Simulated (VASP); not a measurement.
# CuI (R-3m) in VASP: further runs, part 2 of 2

VASP 6.6.1. Earlier steps stand in the parts before.

## 4. Single point, LDA

This run uses another cell than the first one, of the same volume but with other edges.

Contents of INCAR:

```
PREC = Accurate
ENCUT = 520
EDIFF = 1E-6
ISMEAR = 0
SIGMA = 0.02
LREAL = False
LASPH = True
NELM = 60
ALGO = Normal
ISIF = 2
LWAVE = False
LCHARG = False
GGA = CA
NBANDS = 26
```

Contents of KPOINTS:

```
Automatic mesh
0
Gamma
  6 6 6
```

Contents of POSCAR:

```
CuI
1.0
    2.0775000000      1.1994450000      6.8266670000
   -2.0775000000      1.1994450000      6.8266670000
    0.0000000000     -2.3988900000      6.8266670000
Cu I
2 2
Direct
    0.1293000000      0.1293000000      0.1293000000
    0.8707000000      0.8707000000      0.8707000000
    0.0000000000      0.0000000000      0.0000000000
    0.5000000000      0.5000000000      0.5000000000
```

Potentials or basis: VASP PAW LDA potentials, release 64 (Cu, I).

Run with:

```sh
$ cat potpaw_LDA.64/Cu/POTCAR potpaw_LDA.64/I/POTCAR > POTCAR
$ mpirun -np 1 vasp_std > vasp.out
```

OUTCAR:

```text
PREC = Accurate
   ENCUT = 520
   EDIFF = 1E-6
   ISMEAR = 0
   LREAL = False
   LASPH = True
   NELM = 60
   ISIF = 2
   GGA = CA

 ion  position               nearest neighbor table
   1  0.129  0.129  0.129-   4 2.52   4 2.52   4 2.52   3 2.65
   2  0.871  0.871  0.871-   4 2.52   4 2.52   4 2.52   3 2.65
   3  0.000  0.000  0.000-   1 2.65   2 2.65
   4  0.500  0.500  0.500-   1 2.52   2 2.52   1 2.52   1 2.52   2 2.52   2 2.52

  LATTYP: Found a trigonal (rhomboedric) cell.
 ALAT       =     7.2358867381
[... 888 lines left out ...]
     26      13.4027      0.00000

 [... further k-points ...]
[... 5 lines left out ...]
  --------------------------------------------------------------------------------------
  -------------------------------------------------------------------------------------
  Total        3.0643646      3.0643636     -3.4798814      0.0000000      0.0000000     -0.0000000
  in kB       48.1027246     48.1027098    -54.6252805      0.0000000      0.0000000     -0.0000000
  external PRESSURE =      13.8600513 kB  Pullay stress =       0.0000000 kB

 VOLUME and BASIS-vectors are now :
 -----------------------------------------------------------------------------
  energy-cutoff  :      520.00
  volume of cell :      102.07
      direct lattice vectors                 reciprocal lattice vectors
     2.077500000  1.199445000  6.826667000     0.240673887  0.138953155  0.048828123
    -2.077500000  1.199445000  6.826667000    -0.240673887  0.138953155  0.048828123
     0.000000000 -2.398890000  6.826667000     0.000000000 -0.277906309  0.048828123

 POSITION                                       TOTAL-FORCE (eV/Angst)
 -----------------------------------------------------------------------------------
      0.00000      0.00000      2.64806         0.000000      0.000000     -0.908540
      0.00000      0.00000     17.83194         0.000000      0.000000      0.908540
      0.00000      0.00000      0.00000         0.000000      0.000000      0.000000
      0.00000      0.00000     10.24000        -0.000000     -0.000000     -0.000000
 -----------------------------------------------------------------------------------
    total drift:                                0.000000      0.000000      0.000000

  FREE ENERGIE OF THE ION-ELECTRON SYSTEM (eV)
  ---------------------------------------------------
  free  energy   TOTEN  =       -12.6407789183 eV

  energy  without entropy=      -12.6406124113  energy(sigma->0) =      -12.64069566
```

OSZICAR:

```text
N       E                     dE             d eps       ncg     rms          rms(c)
DAV:   1     0.269988716498E+03    0.26999E+03   -0.14827E+04  1664   0.154E+03
DAV:   2     0.128104724422E+02   -0.25718E+03   -0.24484E+03  1676   0.322E+02
DAV:   3    -0.127291726182E+02   -0.25540E+02   -0.24633E+02  2202   0.121E+02
DAV:   4    -0.140301663783E+02   -0.13010E+01   -0.12960E+01  2310   0.250E+01
DAV:   5    -0.140804674376E+02   -0.50301E-01   -0.50294E-01  2632   0.472E+00    0.120E+01
DAV:   6    -0.134456654911E+02    0.63480E+00   -0.15001E+01  2192   0.981E+01    0.698E+00
DAV:   7    -0.126824056103E+02    0.76326E+00   -0.43609E+00  2166   0.555E+01    0.364E+00
DAV:   8    -0.126646363333E+02    0.17769E-01   -0.44696E-01  2584   0.559E+00    0.213E+00
DAV:   9    -0.126451130175E+02    0.19523E-01   -0.56251E-02  2750   0.568E+00    0.155E+00
DAV:  10    -0.126419147906E+02    0.31982E-02   -0.10884E-02  2524   0.904E-01    0.614E-01
DAV:  11    -0.126407353023E+02    0.11795E-02   -0.68906E-03  2328   0.194E+00    0.114E-01
DAV:  12    -0.126407939486E+02   -0.58646E-04   -0.74828E-04  2596   0.394E-01    0.124E-01
DAV:  13    -0.126407855334E+02    0.84151E-05   -0.15225E-04  2120   0.328E-01    0.438E-02
DAV:  14    -0.126407791133E+02    0.64201E-05   -0.31354E-05  2424   0.139E-01    0.229E-02
DAV:  15    -0.126407789183E+02    0.19502E-06   -0.35164E-06  1832   0.212E-02
   1 F= -.12640779E+02 E0= -.12640696E+02  d E =-.166507E-03
```

Run time: 5.6 min. Hardware: 1 thread of Intel Xeon 8259CL, shared host; peak memory 0.34 GiB.

What came out:

```
Free energy            : -12.6408 eV
Pressure               : 1.4 GPa
Largest force          : 0.909 eV/Å
Band gap on the k mesh : zero (bands 18 and 19 overlap by 0.09 eV)
```

Forces in eV/Å, atoms in the order of the input:
```
Cu   0.000  0.000 -0.909
Cu   0.000  0.000  0.909
I    0.000  0.000  0.000
I    0.000  0.000  0.000
```

Stress tensor (GPa, compression positive):
```
 4.81  0.00  0.00
 0.00  4.81  0.00
 0.00  0.00 -5.46
```

Caveat: spin-orbit coupling is left out, which moves the levels of the heavy elements.

## 5. Single point, LDA

This run uses another cell than the first one, of the same volume but with other edges.

Contents of INCAR:

```
PREC = Accurate ; ENCUT = 520
EDIFF = 1E-7 ; ISMEAR = 0
SIGMA = 0.02 ; LREAL = False
LASPH = True ; NELM = 100
ALGO = Normal ; ISIF = 2
LWAVE = False ; LCHARG = True
LELF = True ; LVHAR = True
NBANDS = 26
```

KPOINTS is that of step 4.

Contents of POSCAR:

```
CuI
1.0
    2.1086625000      1.2174366750      6.6263845277
   -2.1086625000      1.2174366750      6.6263845277
    0.0000000000     -2.4348733500      6.6263845277
Cu I
2 2
Direct
    0.1293000000      0.1293000000      0.1293000000
    0.8707000000      0.8707000000      0.8707000000
    0.0000000000      0.0000000000      0.0000000000
    0.5000000000      0.5000000000      0.5000000000
```

Run with:

```sh
$ cat potpaw_LDA.64/Cu/POTCAR potpaw_LDA.64/I/POTCAR > POTCAR
$ mpirun -np 1 vasp_std > vasp.out
```

Wall time 6.8 min (1 thread of Intel Xeon 8259CL, shared host); peak memory 0.34 GiB.

Results (log left out):

```yaml
Free_energy: -12.7955 eV
Pressure: 1.1 GPa
Largest_force: 0.579 eV/Å
Band_gap_on_the_k_mesh: zero (bands 18 and 19 overlap by 0.05 eV)
```

Forces on the atoms (eV/Å):
```
Cu   0.000  0.000 -0.579
Cu   0.000  0.000  0.579
I    0.000  0.000  0.000
I    0.000  0.000  0.000
```

Stress tensor (GPa, compression positive):
```
 3.13  0.00  0.00
 0.00  3.13  0.00
 0.00  0.00 -2.86
```

Levels at points of the mesh, in eV from the Fermi level:
```csv
k point,band 16,band 17,band 18,band 19,band 20,band 21
"(0.00, 0.00, 0.00)",-0.50,-0.30,0.05,0.05,2.72,2.72
"(0.50, 0.00, 0.00)",-2.01,-1.87,-0.67,1.23,4.83,4.89
"(0.50, 0.50, 0.00)",-1.79,-0.83,-0.36,0.40,2.10,5.06
"(0.50, 0.50, 0.50)",-0.78,-0.42,-0.42,0.28,3.28,3.28
```

Caveat: spin-orbit coupling is left out, which moves the levels of the heavy elements.

## 6. Single point, LDA

This run uses another cell than the first one, of the same volume but with other edges.

Contents of INCAR:

```
  ALGO = Normal
  EDIFF = 1E-6
  ENCUT = 520
  ISIF = 2
  ISMEAR = 0
  LASPH = T
  LCHARG = F
  LREAL = F
  LWAVE = F
  NBANDS = 26
  NELM = 80
  PREC = Accurate
  SIGMA = 0.02
```

Contents of KPOINTS:

```
k-points
0
Gamma
  6 6 6
```

Contents of POSCAR:

```
CuI
1.0
    2.1398250000      1.2354283500      6.4347883872
   -2.1398250000      1.2354283500      6.4347883872
    0.0000000000     -2.4708567000      6.4347883872
Cu I
2 2
Direct
    0.1293000000      0.1293000000      0.1293000000
    0.8707000000      0.8707000000      0.8707000000
    0.0000000000      0.0000000000      0.0000000000
    0.5000000000      0.5000000000      0.5000000000
```

Potentials or basis: VASP PAW LDA potentials, release 64 (Cu, I).

Run with:

```sh
$ cat potpaw_LDA.64/Cu/POTCAR potpaw_LDA.64/I/POTCAR > POTCAR
$ mpirun -np 1 vasp_std > vasp.out
```

OUTCAR:

```text
EDIFF = 1E-6
   ENCUT = 520
   ISIF = 2
   ISMEAR = 0
   LASPH = T
   LREAL = F
   NELM = 80
   PREC = Accurate

 ion  position               nearest neighbor table
   1  0.129  0.129  0.129-   3 2.50   4 2.57   4 2.57   4 2.57
   2  0.871  0.871  0.871-   3 2.50   4 2.57   4 2.57   4 2.57
   3  0.000  0.000  0.000-   1 2.50   2 2.50
   4  0.500  0.500  0.500-   1 2.57   2 2.57   1 2.57   1 2.57   2 2.57   2 2.57

  LATTYP: Found a trigonal (rhomboedric) cell.
 ALAT       =     6.8928684759
 COS(alpha) =     0.8072534885
[... 886 lines left out ...]
     25      12.9744      0.00000
     26      13.9428      0.00000

 [... further k-points ...]
[... 5 lines left out ...]
  --------------------------------------------------------------------------------------
  -------------------------------------------------------------------------------------
  Total        1.0508571      1.0508568      0.1912786      0.0000000     -0.0000000     -0.0000000
  in kB       16.4957817     16.4957766      3.0025872      0.0000000     -0.0000000     -0.0000000
  external PRESSURE =      11.9980485 kB  Pullay stress =       0.0000000 kB

 VOLUME and BASIS-vectors are now :
 -----------------------------------------------------------------------------
  energy-cutoff  :      520.00
  volume of cell :      102.07
      direct lattice vectors                 reciprocal lattice vectors
     2.139825000  1.235428350  6.434788387     0.233663968  0.134905975  0.051801755
    -2.139825000  1.235428350  6.434788387    -0.233663968  0.134905975  0.051801755
     0.000000000 -2.470856700  6.434788387     0.000000000 -0.269811951  0.051801755

 POSITION                                       TOTAL-FORCE (eV/Angst)
 -----------------------------------------------------------------------------------
      0.00000      0.00000      2.49605        -0.000000     -0.000000     -0.183769
      0.00000      0.00000     16.80831        -0.000000     -0.000000      0.183769
      0.00000      0.00000      0.00000         0.000000     -0.000000     -0.000000
      0.00000      0.00000      9.65218        -0.000000      0.000000      0.000000
 -----------------------------------------------------------------------------------
    total drift:                                0.000000     -0.000000      0.000000

  FREE ENERGIE OF THE ION-ELECTRON SYSTEM (eV)
  ---------------------------------------------------
  free  energy   TOTEN  =       -12.8649165206 eV

  energy  without entropy=      -12.8648120400  energy(sigma->0) =      -12.86486428
```

OSZICAR:

```text
N       E                     dE             d eps       ncg     rms          rms(c)
DAV:   1     0.271061358372E+03    0.27106E+03   -0.14923E+04  1664   0.154E+03
DAV:   2     0.126282529394E+02   -0.25843E+03   -0.24628E+03  1670   0.321E+02
DAV:   3    -0.129280417860E+02   -0.25556E+02   -0.24930E+02  2270   0.122E+02
DAV:   4    -0.141144097111E+02   -0.11864E+01   -0.11818E+01  2318   0.235E+01
DAV:   5    -0.141652488060E+02   -0.50839E-01   -0.50833E-01  2712   0.462E+00    0.118E+01
DAV:   6    -0.136422340430E+02    0.52301E+00   -0.14863E+01  2198   0.974E+01    0.721E+00
DAV:   7    -0.128859202578E+02    0.75631E+00   -0.41960E+00  2074   0.563E+01    0.379E+00
DAV:   8    -0.128889909892E+02   -0.30707E-02   -0.45644E-01  2622   0.591E+00    0.187E+00
DAV:   9    -0.128665316027E+02    0.22459E-01   -0.69962E-02  2648   0.723E+00    0.112E+00
DAV:  10    -0.128656326121E+02    0.89899E-03   -0.10004E-02  2272   0.651E-01    0.604E-01
DAV:  11    -0.128650005485E+02    0.63206E-03   -0.64193E-03  2464   0.173E+00    0.142E-01
DAV:  12    -0.128649369295E+02    0.63619E-04   -0.13312E-03  2540   0.799E-01    0.812E-02
DAV:  13    -0.128649223884E+02    0.14541E-04   -0.24388E-04  2184   0.459E-01    0.277E-02
DAV:  14    -0.128649171071E+02    0.52813E-05   -0.32339E-05  2564   0.139E-01    0.249E-02
DAV:  15    -0.128649165206E+02    0.58648E-06   -0.61594E-06  2336   0.414E-02
   1 F= -.12864917E+02 E0= -.12864864E+02  d E =-.104481E-03
```

Run time: 6.1 min. Hardware: 1 thread of Intel Xeon 8259CL, shared host; peak memory 0.33 GiB.

What came out:

- Free energy: -12.8649 eV
- Pressure: 1.2 GPa
- Largest force: 0.184 eV/Å
- Band gap on the k mesh: zero (filled and empty bands touch)

Forces in eV/Å, atoms in the order of the input:
```
Cu   0.000  0.000 -0.184
Cu   0.000  0.000  0.184
I    0.000  0.000  0.000
I    0.000  0.000  0.000
```

Caveat: spin-orbit coupling is left out, which moves the levels of the heavy elements.

## 7. Summary

| cell | gap on the mesh (eV) | pressure (GPa) | largest force (eV/Å) |
| --- | --- | --- | --- |
| a = 7.619 Å, angles 30.7°, 4 atoms | none | 3.1 | 1.43 |
| a = 7.422 Å, angles 32.0°, 4 atoms | none | 2.1 | 1.18 |
| a = 7.236 Å, angles 33.4°, 4 atoms | none | 1.4 | 0.91 |
| a = 7.060 Å, angles 34.8°, 4 atoms | none | 1.1 | 0.58 |
| a = 6.893 Å, angles 36.2°, 4 atoms | none | 1.2 | 0.18 |

Alike in all rows: task single point; level LDA; potentials or basis VASP PAW LDA potentials, release 64 (Cu, I); no spin polarisation; k mesh 6 × 6 × 6; cutoff (eV) 520; smearing gaussian 0.02 eV.

Caveats: spin-orbit coupling is left out, which moves the levels of the heavy elements; forces of over 1 eV/Å act on the atoms, so gaps and moduli don't describe the material at rest (at least some runs); the cell stands under pressure (at least some runs).

Absolute energies hang on the potentials; compare differences alone.
